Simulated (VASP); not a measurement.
# BaTiO3 (eos) (Pm-3m) in VASP: notebook

The runs below take BaTiO3 (eos) through single point, relaxation of cell and atoms, with LDA.

Everything below comes from runs of VASP 6.6.1. Logs are shortened: lines on timing, memory, paths and dates and some standing lists are left out, and cuts for length are marked.

## 1. The cell of the first run

It takes space group Pm-3m (No. 221, cubic). Conventional cell: a = 3.934 Å, b = 3.934 Å, c = 3.934 Å, α = 90.00°, β = 90.00°, γ = 90.00°. Within 3.7 Å of Ba (site symmetry m-3m) lie 12 O at 2.78 Å and 8 Ti at 3.41 Å. Within 2.6 Å of Ti (site symmetry m-3m) lie 6 O at 1.97 Å. O (site symmetry 4/mmm) has 2 Ti at 1.97 Å within 2.6 Å.

## 2. Single point, LDA

File INCAR:

```
PREC = Accurate
ENCUT = 600
EDIFF = 1E-6
ISMEAR = 0
SIGMA = 0.02
LREAL = False
LASPH = True
NELM = 120
ALGO = Normal
ISIF = 2
LWAVE = False
LCHARG = False
GGA = CA
NBANDS = 28
GGA_COMPAT = False
```

File KPOINTS:

```
Automatic mesh
0
Gamma
  8 8 8
```

File POSCAR:

```
BaTiO3
1.0
    3.9344964454      0.0000000000      0.0000000000
    0.0000000000      3.9344964454      0.0000000000
    0.0000000000      0.0000000000      3.9344964454
Ba Ti O
1 1 3
Direct
    0.0000000000      0.0000000000      0.0000000000
    0.5000000000      0.5000000000      0.5000000000
    0.5000000000      0.5000000000      0.0000000000
    0.0000000000      0.5000000000      0.5000000000
    0.5000000000      0.0000000000      0.5000000000
```

Potentials or basis: VASP PAW LDA potentials, release 64 (Ba_sv, Ti_sv, O).

On the command line:

```sh
$ cat potpaw_LDA.64/Ba_sv/POTCAR potpaw_LDA.64/Ti_sv/POTCAR potpaw_LDA.64/O/POTCAR > POTCAR
$ mpirun -np 1 vasp_std > vasp.out
```

OUTCAR:

```text
PREC = Accurate
   ENCUT = 600
   EDIFF = 1E-6
   ISMEAR = 0
   LREAL = False
   LASPH = True
   NELM = 120
   ISIF = 2
   GGA = CA

 ion  position               nearest neighbor table
   1  0.000  0.000  0.000-   3 2.78   4 2.78   5 2.78   4 2.78   5 2.78   3 2.78   4 2.78   4 2.78
                             3 2.78   5 2.78   5 2.78   3 2.78   2 3.41   2 3.41   2 3.41   2 3.41
   2  0.500  0.500  0.500-   3 1.97   4 1.97   5 1.97   3 1.97   5 1.97   4 1.97   1 3.41   1 3.41
                             1 3.41   1 3.41   1 3.41   1 3.41   1 3.41   1 3.41
   3  0.500  0.500  0.000-   2 1.97   2 1.97   1 2.78   1 2.78   1 2.78   1 2.78
   4  0.000  0.500  0.500-   2 1.97   2 1.97   1 2.78   1 2.78   1 2.78   1 2.78
   5  0.500  0.000  0.500-   2 1.97   2 1.97   1 2.78   1 2.78   1 2.78   1 2.78

  LATTYP: Found a simple cubic cell.
 ALAT       =     3.9344964454

  Lattice vectors:

 A1 = (   3.9344964454,   0.0000000000,   0.0000000000)
 A2 = (   0.0000000000,   3.9344964454,   0.0000000000)
 A3 = (   0.0000000000,   0.0000000000,   3.9344964454)

Analysis of symmetry for initial positions (statically):
=====================================================================
 Subroutine PRICEL returns:
 Original cell was already a primitive cell.

 Routine SETGRP: Setting up the symmetry group for a
 simple cubic supercell.

 Subroutine GETGRP returns: Found 48 space group operations
 (whereof 48 operations were pure point group operations)
 out of a pool of 48 trial point group operations.

The static configuration has the point symmetry O_h .

Analysis of symmetry for dynamics (positions and initial velocities):
=====================================================================
 Subroutine PRICEL returns:
 Original cell was already a primitive cell.

 Routine SETGRP: Setting up the symmetry group for a
 simple cubic supercell.

 Subroutine GETGRP returns: Found 48 space group operations
 (whereof 48 operations were pure point group operations)
 out of a pool of 48 trial point group operations.

The dynamic configuration has the point symmetry O_h .

 Subroutine INISYM returns: Found 48 space group operations
 (whereof 48 operations are pure point group operations),
 and found     1 'primitive' translations

----------------------------------------------------------------------------------------

                                     Primitive cell

  volume of cell :      60.9070

  direct lattice vectors                    reciprocal lattice vectors
     3.934496445  0.000000000  0.000000000     0.254162131  0.000000000  0.000000000
     0.000000000  3.934496445  0.000000000     0.000000000  0.254162131  0.000000000
     0.000000000  0.000000000  3.934496445     0.000000000  0.000000000  0.254162131

  length of vectors
     3.934496445  3.934496445  3.934496445     0.254162131  0.254162131  0.254162131

  position of ions in fractional coordinates (direct lattice)
     0.000000000  0.000000000  0.000000000
     0.500000000  0.500000000  0.500000000
     0.500000000  0.500000000  0.000000000
     0.000000000  0.500000000  0.500000000
     0.500000000  0.000000000  0.500000000

  ion indices of the primitive-cell ions
   primitive index   ion index
                 1           1
                 2           2
                 3           3
                 4           4
                 5           5

----------------------------------------------------------------------------------------

 KPOINTS: Automatic mesh

Automatic generation of k-mesh.
 Grid dimensions read from file:
 generate k-points for:    8    8    8

 Generating k-lattice:

  Cartesian coordinates                     Fractional coordinates (reciprocal lattice)
     0.031770266  0.000000000  0.000000000     0.125000000  0.000000000  0.000000000
     0.000000000  0.031770266  0.000000000     0.000000000  0.125000000  0.000000000
     0.000000000  0.000000000  0.031770266     0.000000000  0.000000000  0.125000000

  Length of vectors
     0.031770266  0.031770266  0.031770266

  Shift w.r.t. Gamma in fractional coordinates (k-lattice)
     0.000000000  0.000000000  0.000000000

 Subroutine IBZKPT returns following result:
 ===========================================

 Found     35 irreducible k-points:

 Following reciprocal coordinates:
            Coordinates               Weight
  0.000000  0.000000  0.000000      1.000000
  0.125000  0.000000  0.000000      6.000000
  0.250000  0.000000  0.000000      6.000000
  0.375000  0.000000  0.000000      6.000000
  0.500000  0.000000  0.000000      3.000000
  0.125000  0.125000  0.000000     12.000000
[... 16 lines left out ...]
  0.375000  0.375000  0.125000     24.000000
  0.500000  0.375000  0.125000     24.000000
 [... further k-points ...]
   k-points           NKPTS =     35   k-points in BZ     NKDIM =     35   number of bands    NBANDS=     28
   number of dos      NEDOS =    301   number of ions     NIONS =      5
   total plane-waves  NPLWV =  32768
   dimension x,y,z NGX =    32 NGY =   32 NGZ =   32
   dimension x,y,z NGXF=    64 NGYF=   64 NGZF=   64
   ions per type =               1   1   3
   NGX,Y,Z   is equivalent  to a cutoff of  13.52, 13.52, 13.52 a.u.
   NGXF,Y,Z  is equivalent  to a cutoff of  27.04, 27.04, 27.04 a.u.
 SYSTEM =  unknown system
   PREC   = accura    normal or accurate (medium, high low for compatibility)
   ISTART =      0    job   : 0-new  1-cont  2-samecut
   ICHARG =      2    charge: 1-file 2-atom 10-const
   ISPIN  =      1    spin polarized calculation?
   LNONCOLLINEAR =      F non collinear calculations
   LSORBIT =      F    spin-orbit coupling
   LASPH  =      T    aspherical Exc in radial PAW
   ENCUT  =  600.0 eV  44.10 Ry    6.64 a.u.   7.86  7.86  7.86*2*pi/ulx,y,z
   NELM   =    120;   NELMIN=  2; NELMDL= -5     # of ELM steps
   EDIFF  = 0.1E-05   stopping-criterion for ELM
   LREAL  =      F    real-space projection
   EDIFFG = 0.1E-04   stopping-criterion for IOM
   NSW    =      0    number of steps for IOM
   IBRION =     -1    ionic relax: 0-MD 1-quasi-New 2-CG
   NFREE  =      0    steps in history (QN), initial steepest desc. (CG)
   ISIF   =      2    stress and relaxation
   ISYM   =      2    0-nonsym 1-usesym 2-fastsym
   POTIM  = 0.5000    time-step for ionic-motion
   TEBEG  =    0.0;   TEEND  =   0.0 temperature during run
   PSTRESS=    0.0 pullay stress
   NELECT =      40.0000    total number of electrons
   NUPDOWN=      -1.0000    fix difference up-down
   EMIN   =  10.00;   EMAX   =-10.00  energy-range for DOS
   EFERMI =   0.00;   METHOD = LEGACY
   ISMEAR =     0;   SIGMA  =   0.02  broadening in eV -4-tet -1-fermi 0-gaus
   EFERMI_NEDOS =   21; number of points for ismear=-14 and -15
   IALGO  =     38    algorithm
   IMIX   =      4    mixing-type and parameters
     AMIX     =   0.40;   BMIX     =  1.00
     AMIX_MAG =   1.60;   BMIX_MAG =  1.00
  volume/ion in A,a.u.               =      12.18        82.20
  Fermi-wavevector in a.u.,A,eV,Ry     =   1.423003  2.689085 27.550929  2.024936
  Thomas-Fermi vector in A             =   2.543646
   LORBIT       =      0    0 simple, 1 ext, 2 COOP (PROOUT), +10 PAW based schemes
   GGA     = CA    functional components
   LHFCALC =     F    Hartree Fock is set to
   AEXX    =    0.0000 exact exchange contribution
   IVDW    =     0    specifies the selected vdW correction
   LEPSILON=     F    determine dielectric tensor
   LRPA    =     F    only Hartree local field effects (RPA)
 non-spin polarized calculation
 Gauss-broadening in eV      SIGMA  =   0.02
  energy-cutoff  :      600.00
  volume of cell :       60.91
 maximum number of plane-waves:      2048
 NGX is ok and might be reduce to    32
   NGX = 15   NGY = 15   NGZ = 15

 number of electron      39.9999974 magnetization

 Free energy of the ion-electron system (eV)
  ---------------------------------------------------
  ext. energy  EPLUGINS =         0.00000000
  ---------------------------------------------------
  free energy    TOTEN  =       -44.15632855 eV

  energy without entropy =      -44.15632855  energy(sigma->0) =      -44.15632855

 E-fermi :   4.0186     XC(G=0): -12.0021

 val. band max:        3.9357041073   @ k =   0.5000   0.5000   0.5000
 cond. band min:       5.6852356948   @ k =   0.0000   0.0000   0.0000
 fundamental gap:      1.7495315875
 Fermi energy:         4.0185947682

 k-point     1 :       0.0000    0.0000    0.0000
  band No.  band energies     occupation
      1     -51.7366      2.00000
      2     -28.3830      2.00000
      3     -28.3830      2.00000
      4     -28.3830      2.00000
      5     -20.6200      2.00000
      6     -12.7572      2.00000
[... 20 lines left out ...]
     27       8.8925      0.00000
     28      11.7242      0.00000

 k-point     2 :       0.1250    0.0000    0.0000
  band No.  band energies     occupation
      1     -51.7363      2.00000
      2     -28.3934      2.00000
      3     -28.3826      2.00000
      4     -28.3826      2.00000
      5     -20.5967      2.00000
      6     -12.7782      2.00000
[... 20 lines left out ...]
     27       9.2307      0.00000
     28      12.1111      0.00000

 k-point     3 :       0.2500    0.0000    0.0000
  band No.  band energies     occupation
      1     -51.7358      2.00000
      2     -28.4183      2.00000
      3     -28.3816      2.00000
      4     -28.3816      2.00000
      5     -20.5396      2.00000
      6     -12.8927      2.00000
[... 20 lines left out ...]
     27      10.1204      0.00000
     28      12.5148      0.00000

 k-point     4 :       0.3750    0.0000    0.0000
  band No.  band energies     occupation
      1     -51.7353      2.00000
      2     -28.4429      2.00000
      3     -28.3806      2.00000
      4     -28.3806      2.00000
      5     -20.4808      2.00000
      6     -13.0522      2.00000
[... 20 lines left out ...]
     27      11.1876      0.00000
     28      12.3575      0.00000

 k-point     5 :       0.5000    0.0000    0.0000
  band No.  band energies     occupation
      1     -51.7351      2.00000
      2     -28.4531      2.00000
      3     -28.3801      2.00000
      4     -28.3801      2.00000
      5     -20.4560      2.00000
      6     -13.1235      2.00000
[... 20 lines left out ...]
     27      11.7214      0.00000
     28      12.2914      0.00000

 k-point     6 :       0.1250    0.1250    0.0000
  band No.  band energies     occupation
      1     -51.7361      2.00000
      2     -28.3933      2.00000
      3     -28.3926      2.00000
      4     -28.3822      2.00000
      5     -20.5747      2.00000
      6     -12.7786      2.00000
[... 463 lines left out ...]
      5     -20.4128      2.00000
      6     -12.7104      2.00000
[... 20 lines left out ...]
     27      12.2236      0.00000
     28      12.8011      0.00000

 k-point    22 :       0.5000    0.2500    0.1250
  band No.  band energies     occupation
      1     -51.7341      2.00000
      2     -28.4498      2.00000
      3     -28.4137      2.00000
      4     -28.3887      2.00000
      5     -20.3937      2.00000
      6     -12.7291      2.00000
[... 20 lines left out ...]
     27      12.5259      0.00000
     28      12.7506      0.00000

 k-point    23 :       0.3750    0.3750    0.1250
  band No.  band energies     occupation
      1     -51.7338      2.00000
      2     -28.4385      2.00000
      3     -28.4378      2.00000
      4     -28.3881      2.00000
      5     -20.3749      2.00000
      6     -12.5316      2.00000
[... 20 lines left out ...]
     27      12.4688      0.00000
     28      13.1268      0.00000

 k-point    24 :       0.5000    0.3750    0.1250
  band No.  band energies     occupation
      1     -51.7336      2.00000
      2     -28.4480      2.00000
      3     -28.4375      2.00000
      4     -28.3877      2.00000
      5     -20.3590      2.00000
      6     -12.4705      2.00000
[... 20 lines left out ...]
     27      12.3323      0.00000
     28      13.2591      0.00000

 [... further k-points ...]
[... 5 lines left out ...]
  --------------------------------------------------------------------------------------
  -------------------------------------------------------------------------------------
  Total        0.9003568      0.9003568      0.9003568      0.0000000      0.0000000     -0.0000000
  in kB       23.6841468     23.6841468     23.6841468      0.0000000      0.0000000     -0.0000000
  external PRESSURE =      23.6841468 kB  Pullay stress =       0.0000000 kB

 VOLUME and BASIS-vectors are now :
 -----------------------------------------------------------------------------
  energy-cutoff  :      600.00
  volume of cell :       60.91
      direct lattice vectors                 reciprocal lattice vectors
     3.934496445  0.000000000  0.000000000     0.254162131  0.000000000  0.000000000
     0.000000000  3.934496445  0.000000000     0.000000000  0.254162131  0.000000000
     0.000000000  0.000000000  3.934496445     0.000000000  0.000000000  0.254162131

 POSITION                                       TOTAL-FORCE (eV/Angst)
 -----------------------------------------------------------------------------------
      0.00000      0.00000      0.00000         0.000000      0.000000      0.000000
      1.96725      1.96725      1.96725         0.000000      0.000000      0.000000
      1.96725      1.96725      0.00000         0.000000      0.000000      0.000000
      0.00000      1.96725      1.96725         0.000000      0.000000      0.000000
      1.96725      0.00000      1.96725         0.000000      0.000000      0.000000
 -----------------------------------------------------------------------------------
    total drift:                                0.000000     -0.000000     -0.000000

  FREE ENERGIE OF THE ION-ELECTRON SYSTEM (eV)
  ---------------------------------------------------
  free  energy   TOTEN  =       -44.1563285458 eV

  energy  without entropy=      -44.1563285458  energy(sigma->0) =      -44.15632855
```

Wall time 68 s (1 thread of Intel Xeon 8259CL, shared host); peak memory 0.2 GiB.

What came out:

| Property | Result |
| --- | --- |
| Free energy | -44.1563 eV |
| Pressure | 2.4 GPa |
| Band gap on the k mesh | 1.75 eV, indirect (least direct gap 1.84 eV) |

Levels at points of the mesh, in eV from the valence-band top:
```tsv
k point	band 18	band 19	band 20	band 21	band 22	band 23
(0.00, 0.00, 0.00)	-0.09	-0.09	-0.09	1.75	1.75	1.75
(0.50, 0.00, 0.00)	-1.92	-0.72	-0.72	1.94	3.72	3.72
(0.50, 0.50, 0.00)	-0.83	-0.83	-0.10	3.73	3.73	4.16
(0.50, 0.50, 0.50)	0.00	0.00	0.00	4.47	4.47	4.47
```

Caveat: spin-orbit coupling is left out, which moves the levels of the heavy elements. A k mesh can miss the band edges.

## 3. Single point, LDA (volume scaled by 1.03)

INCAR is that of step 2.

File KPOINTS:

```
regular mesh
0
Gamma
  8 8 8
```

Edit POSCAR of step 2 so:

```diff
@@ -2,5 +2,5 @@
 1.0
-    3.9344964454      0.0000000000      0.0000000000
-    0.0000000000      3.9344964454      0.0000000000
-    0.0000000000      0.0000000000      3.9344964454
+    3.9734543893      0.0000000000      0.0000000000
+    0.0000000000      3.9734543893      0.0000000000
+    0.0000000000      0.0000000000      3.9734543893
 Ba Ti O
```

Potentials or basis: VASP PAW LDA potentials, release 64 (Ba_sv, Ti_sv, O).

On the command line:

```sh
$ cat potpaw_LDA.64/Ba_sv/POTCAR potpaw_LDA.64/Ti_sv/POTCAR potpaw_LDA.64/O/POTCAR > POTCAR
$ mpirun -np 1 vasp_std > vasp.out
```

It took 89 s on 1 thread of Intel Xeon 8259CL, shared host; peak memory 0.21 GiB.

Results (log left out):

```yaml
Free_energy: -44.1540 eV
Pressure: -3.3 GPa
Band_gap_on_the_k_mesh: 1.70 eV, indirect (least direct gap 1.82 eV)
```

Levels at points of the mesh, in eV from the valence-band top:
```
           k point  band 16  band 17  band 18  band 19  band 20  band 21  band 22  band 23  band 24  band 25
(0.00, 0.00, 0.00)    -1.15    -1.15    -0.12    -0.12    -0.12     1.70     1.70     1.70     4.09     4.09
(0.50, 0.00, 0.00)    -2.02    -1.89    -1.89    -0.72    -0.72     1.87     3.57     3.57     4.11     6.17
(0.50, 0.50, 0.00)    -2.83    -1.72    -0.85    -0.85    -0.09     3.58     3.58     4.00     4.98     7.91
(0.50, 0.50, 0.50)    -2.40    -2.40     0.00     0.00     0.00     4.28     4.28     4.28     6.76     6.76
```

Caveat: spin-orbit coupling is left out, which moves the levels of the heavy elements.

## 4. Single point, LDA (volume scaled by 1.06)

File INCAR:

```
PREC     = Accurate       # precision mode
ENCUT    = 600            # plane-wave cutoff, eV
EDIFF    = 1E-6           # SCF threshold, eV
ISMEAR   = 0              # smearing method
SIGMA    = 0.02           # smearing width, eV
LREAL    = F              # projectors in reciprocal space
LASPH    = T              # aspherical terms in the spheres
NELM     = 120            # most SCF steps
ALGO     = Normal         # electronic algorithm
ISIF     = 2              # what is computed and relaxed
LWAVE    = F              # write WAVECAR
LCHARG   = F              # write CHGCAR
NBANDS   = 28             # bands
GGA_COMPAT= F
```

KPOINTS is that of step 3.

Edit POSCAR of step 3 so:

```diff
@@ -2,5 +2,5 @@
 1.0
-    3.9734543893      0.0000000000      0.0000000000
-    0.0000000000      3.9734543893      0.0000000000
-    0.0000000000      0.0000000000      3.9734543893
+    4.0116630255      0.0000000000      0.0000000000
+    0.0000000000      4.0116630255      0.0000000000
+    0.0000000000      0.0000000000      4.0116630255
 Ba Ti O
```

On the command line:

```sh
$ cat potpaw_LDA.64/Ba_sv/POTCAR potpaw_LDA.64/Ti_sv/POTCAR potpaw_LDA.64/O/POTCAR > POTCAR
$ mpirun -np 1 vasp_std > vasp.out
```

Run time: 73 s. Hardware: 1 thread of Intel Xeon 8259CL, shared host; peak memory 0.21 GiB.

It converged, with:

```
Free energy            : -44.0916 eV
Pressure               : -8.2 GPa
Band gap on the k mesh : 1.65 eV, indirect (least direct gap 1.79 eV)
```

Levels at points of the mesh, in eV from the valence-band top:
| k point | band 16 | band 17 | band 18 | band 19 | band 20 | band 21 | band 22 | band 23 | band 24 | band 25 |
| --- | --- | --- | --- | --- | --- | --- | --- | --- | --- | --- |
| (0.00, 0.00, 0.00) | -1.10 | -1.10 | -0.15 | -0.15 | -0.15 | 1.65 | 1.65 | 1.65 | 3.90 | 3.90 |
| (0.50, 0.00, 0.00) | -1.96 | -1.85 | -1.85 | -0.72 | -0.72 | 1.81 | 3.42 | 3.42 | 3.91 | 5.89 |
| (0.50, 0.50, 0.00) | -2.73 | -1.74 | -0.87 | -0.87 | -0.09 | 3.43 | 3.43 | 3.84 | 4.74 | 7.63 |
| (0.50, 0.50, 0.50) | -2.41 | -2.41 | 0.00 | 0.00 | 0.00 | 4.10 | 4.10 | 4.10 | 6.62 | 6.62 |

Caveat: spin-orbit coupling is left out, which moves the levels of the heavy elements.

(Part 1 of 2 ends here.)
